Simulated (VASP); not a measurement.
Wanted: the native input for a VASP 6.6.1 run.

* Task: relaxation of cell and atoms
* Functional: PBE
* Potentials or basis: VASP PAW PBE potentials, release 64 (Hf_pv, Pb_d)
* Cutoff: 600 eV
* k mesh: 4 × 4 × 4
* Occupations: gaussian, width 0.1 eV
* Spin: no spin polarisation
* Dipole correction: no
* Further INCAR settings: ALGO = Fast; EDIFF = 1e-06; IBRION = 2; EDIFFG = -0.04; NSW = 90; ISIF = 3

The structure of Hf2Pb lies in POSCAR:

```
Hf2Pb
1.0
    4.1612801200      0.0000000000      0.0000000000
    0.0000000000      4.1612801200      0.0000000000
    0.0000000000      0.0000000000      6.8528606900
Hf Pb
4 2
Direct
    0.0000000000      0.0000000000      0.0000000000
    0.5000000000      0.5000000000      0.0000000000
    0.0000000000      0.5000000000      0.3300000100
    0.5000000000      0.0000000000      0.6699999900
    0.0000000000      0.5000000000      0.7350000100
    0.5000000000      0.0000000000      0.2649999900
```

The cell was generated, and may not be a known phase.

One way to write it, as run:

INCAR

```
PREC = Accurate ; ENCUT = 600
EDIFF = 1E-6 ; ISMEAR = 0
SIGMA = 0.1 ; LREAL = False
LASPH = True ; NELM = 60
ALGO = Fast ; ISIF = 3
LWAVE = False ; LCHARG = False
GGA = PE ; IBRION = 2
NSW = 90 ; EDIFFG = -0.04
```

KPOINTS

```
Automatic mesh
0
Gamma
  4 4 4
```

Potentials or basis: VASP PAW PBE potentials, release 64 (Hf_pv, Pb_d).

Launch:

```bash
$ cat potpaw_PBE.64/Hf_pv/POTCAR potpaw_PBE.64/Pb_d/POTCAR > POTCAR
$ mpirun -np 1 vasp_std > vasp.out
```

It gave:

```json
{"Relaxed volume": "23.97 Å³/atom", "Relaxed cell": "a = 4.318 Å, b = 4.318 Å, c = 7.713 Å, α = 90.00°, β = 90.00°, γ = 90.00°", "Space group after relaxing (to 0.1 Å)": "P4/nmm (No. 129)", "Energy gained by relaxing": "501.4 meV/atom", "Ionic steps": "29", "Pressure after relaxing": "0.1 GPa", "Largest force after relaxing": "0.034 eV/Å", "Band gap on the k mesh": "zero (bands 34 and 35 overlap by 0.37 eV)"}
```

Caveat: the k points lie up to 0.36 Å⁻¹ apart in the final cell; the volume moved by over 15 % at a fixed basis, so the end points are rough; spin-orbit coupling is left out, which moves the levels of the heavy elements.

Run time: 20 min on 1 thread of Intel(R) Xeon(R) 6975P-C (Granite Rapids), with other jobs on the host, peak memory 0.34 GiB.
